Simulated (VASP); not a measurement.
Write the native input for VASP 6.6.1 that does the following.

* Task: single point
* Functional: PBEsol
* Potentials or basis: VASP PAW PBE potentials, release 64 (Pt)
* Cutoff: 520 eV
* k mesh: 22 × 22 × 22
* Occupations: gaussian, width 0.15 eV
* Spin: no spin polarisation
* Dipole correction: no
* Further INCAR settings: ALGO = Fast; EDIFF = 1e-07; NBANDS = 11

The structure of Pt lies in POSCAR:

```
Pt
1.0
   -2.1577551346      1.5964947733      1.5964947733
    1.5964947733     -2.1577551346      1.5964947733
    1.5964947733      1.5964947733     -2.1577551346
Pt
1
Direct
    0.0000000000      0.0000000000      0.0000000000
```

One way to write it, as run:

INCAR

```
ALGO = Fast ; EDIFF = 1E-7
ENCUT = 520 ; GGA = PS
ISIF = 2 ; ISMEAR = 0
LASPH = T ; LCHARG = T
LELF = T ; LREAL = F
LVHAR = T ; LWAVE = F
NBANDS = 11 ; NELM = 100
PREC = Accurate ; SIGMA = 0.15
```

KPOINTS

```
k-points
0
Gamma
  22 22 22
```

Potentials or basis: VASP PAW PBE potentials, release 64 (Pt).

The run is started by

```sh
$ cat potpaw_PBE.64/Pt/POTCAR > POTCAR
$ mpirun -np 1 vasp_std > vasp.out
```

Results of the run:

| Item | Value |
| --- | --- |
| Pressure | 226.0 GPa |
| Band gap on the k mesh | zero (bands 5 and 6 overlap by 8.73 eV) |

Caveat: atoms lie so close that the PAW spheres overlap strongly, which falsifies energies and pressures; the cell stands under pressure; the PAW data sets were made with another functional, which shifts forces and pressure a little; spin-orbit coupling is left out, which moves the levels of the heavy elements.

It took 69 s on 1 thread of Intel(R) Xeon(R) 6975P-C (Granite Rapids), on a shared host, peak memory 0.29 GiB.
